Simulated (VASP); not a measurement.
The system is MnS.

```
Mn S
1.0
     0.00000    2.60450    2.60450
     2.60450    0.00000    2.60450
     2.60450    2.60450    0.00000
Mn S
1 1
Direct
  0.00000 0.00000 0.00000
  0.50000 0.50000 0.50000
```

```yaml
Program: VASP 6.6.1
Task: relaxation of cell and atoms
Functional: LDA
Potentials_or_basis: VASP PAW LDA potentials, release 64 (Mn_sv, S)
Cutoff: 680 eV
k_mesh: 9 × 9 × 9
Occupations: fermi-dirac, width 0.05 eV
Spin: collinear spin, ferromagnetic start
Starting_moments: "[4.0, 0.0] μB"
Hubbard_terms: Mn d U = 3.0 eV
```

At the start: pressure -4.7 GPa; volume 17.67 Å³/atom.

**Question.** How do energy, volume and symmetry change on relaxing?

**Answer.** Over 3 steps the energy falls by 17.9 meV/atom and the volume is 16.51 Å³/atom (-6.5 %); space group Fm-3m (No. 225, to 0.1 Å) before and after; moment 4.87 μB per cell.

The path:
```csv
step,energy change (eV),largest force (eV/Å),pressure (GPa),volume (Å³)
1,0.0000,0.0000,-4.66,35.33
2,-0.0354,0.0000,0.66,32.77
3,-0.0359,0.0000,-0.04,33.03
```

Final structure:
```xyz
2
Lattice="0.0000 2.5465 2.5465 2.5465 0.0000 2.5465 2.5465 2.5465 0.0000" Properties=species:S:1:pos:R:3 pbc="T T T"
Mn    0.0000    0.0000    0.0000
S     2.5465    2.5465    2.5465
```

Caveat: a cell with one magnetic atom can't hold antiferromagnetic order, which such compounds often take.
